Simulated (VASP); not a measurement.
Here is a VASP 6.6.1 calculation.

Contents of INCAR:

```
PREC = Accurate ; ENCUT = 520
EDIFF = 1E-7 ; ISMEAR = 0
SIGMA = 0.05 ; LREAL = False
LASPH = True ; NELM = 80
ALGO = Normal ; ISIF = 2
LWAVE = False ; LCHARG = False
GGA = PS ; NBANDS = 36
```

KPOINTS

```
Automatic mesh
0
Gamma
  8 8 2
```

POSCAR

```
AlN
1.0
   -2.0226209166     -2.0226209166      0.0000000000
    2.0226209166     -2.0226209166      0.0000000000
    0.0000000000      0.0000000000     18.1357254996
Al N
6 6
Direct
    0.0000000000      0.0000000000      0.0557522883
    0.5000000000      0.5000000000      0.1672791702
    0.0000000000      0.0000000000      0.2788060521
    0.5000000000      0.5000000000      0.3903329341
    0.0000000000      0.0000000000      0.5018598160
    0.5000000000      0.5000000000      0.6133866980
    0.5000000000      0.5000000000      0.0557522883
    0.0000000000      0.0000000000      0.1672791702
    0.5000000000      0.5000000000      0.2788060521
    0.0000000000      0.0000000000      0.3903329341
    0.5000000000      0.5000000000      0.5018598160
    0.0000000000      0.0000000000      0.6133866980
```

Potentials or basis: VASP PAW PBE potentials, release 64 (Al, N).

The run is started by

```bash
$ cat potpaw_PBE.64/Al/POTCAR potpaw_PBE.64/N/POTCAR > POTCAR
$ mpirun -np 1 vasp_std > vasp.out
```

Estimate the band gap on the k mesh.

2.69 eV.

Estimate the largest force.

0.949 eV/Å.

Forces in eV/Å, atoms in the order of the input:
```
Al   0.000  0.000  0.882
Al   0.000  0.000  0.037
Al   0.000  0.000 -0.001
Al   0.000  0.000  0.001
Al   0.000  0.000 -0.037
Al   0.000  0.000 -0.882
N    0.000  0.000 -0.949
N    0.000  0.000  0.021
N    0.000  0.000  0.009
N    0.000  0.000 -0.009
N    0.000  0.000 -0.021
N    0.000  0.000  0.949
```

Caveat: the cell differs from its parent crystal (the distance across one plane changed); there is no dipole correction, which matters where the two faces differ; the PAW data sets were made with another functional, which shifts forces and pressure a little.
